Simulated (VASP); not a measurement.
Input of a VASP 6.6.1 run:

File INCAR:

```
PREC = Accurate ; ENCUT = 700
EDIFF = 1E-6 ; ISMEAR = -1
SIGMA = 0.05 ; LREAL = F
LASPH = T ; NELM = 120
ALGO = Normal ; ISIF = 2
LWAVE = F ; LCHARG = T
LELF = T ; LVHAR = T
NBANDS = 28 ; GGA_COMPAT = F
```

File KPOINTS:

```
regular mesh
0
Gamma
  7 7 7
```

The input POSCAR:

```
KTaO3
1.0
    3.9068832774      0.0000000000      0.0000000000
    0.0000000000      3.9068832774      0.0000000000
    0.0000000000      0.0000000000      3.9068832774
Ta K O
1 1 3
Direct
    0.0000000000      0.0000000000      0.0000000000
    0.5000000000      0.5000000000      0.5000000000
    0.0000000000      0.0000000000      0.5000000000
    0.0000000000      0.5000000000      0.0000000000
    0.5000000000      0.0000000000      0.0000000000
```

Potentials or basis: VASP PAW LDA potentials, release 64 (Ta_sv_GW, K_sv, O).

Command:

```sh
$ cat potpaw_LDA.64/Ta_sv_GW/POTCAR potpaw_LDA.64/K_sv/POTCAR potpaw_LDA.64/O/POTCAR > POTCAR
$ mpirun -np 1 vasp_std > vasp.out
```

(1) Estimate the band gap on the k mesh.

(2) Estimate the pressure.

Results:

(1) 2.24 eV (least direct gap 2.75 eV).

(2) 9.1 GPa.

Caveat: the cell stands under pressure; spin-orbit coupling is left out, which moves the levels of the heavy elements; an odd mesh through Γ misses points on the zone boundary, where band edges can lie.
